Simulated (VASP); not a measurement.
Sr, 1 atom in the cell. It takes space group R-3m (No. 166, trigonal). Conventional cell: a = 3.887 Å, b = 3.887 Å, c = 11.418 Å, α = 90.00°, β = 90.00°, γ = 120.00°. Within 5.1 Å of Sr (site symmetry -3m) lie 12 Sr at 3.89 to 4.42 Å.  This cell differs from its parent crystal: strained.

```yaml
Program: VASP 6.6.1
Task: single point
Functional: PBEsol
Potentials_or_basis: VASP PAW PBE potentials, release 64 (Sr_sv)
Cutoff: 520 eV
k_mesh: 10 × 10 × 10
Occupations: gaussian, width 0.05 eV
Spin: no spin polarisation
Dipole_correction: no
Further_INCAR_settings: ALGO = Normal; EDIFF = 1e-07; NBANDS = 11
```

Potentials or basis: VASP PAW PBE potentials, release 64 (Sr_sv).

The run is started by

```sh
$ cat potpaw_PBE.64/Sr_sv/POTCAR > POTCAR
$ mpirun -np 1 vasp_std > vasp.out
```

Hardware: 1 thread of Intel(R) Xeon(R) 6975P-C (Granite Rapids), with other jobs on the host.

Q: Estimate the wall time of this run.

A: Run time: 24 s on 1 thread of Intel(R) Xeon(R) 6975P-C (Granite Rapids), with other jobs on the host, peak memory 0.21 GiB. Counts: scf iterations 13, k points 116.
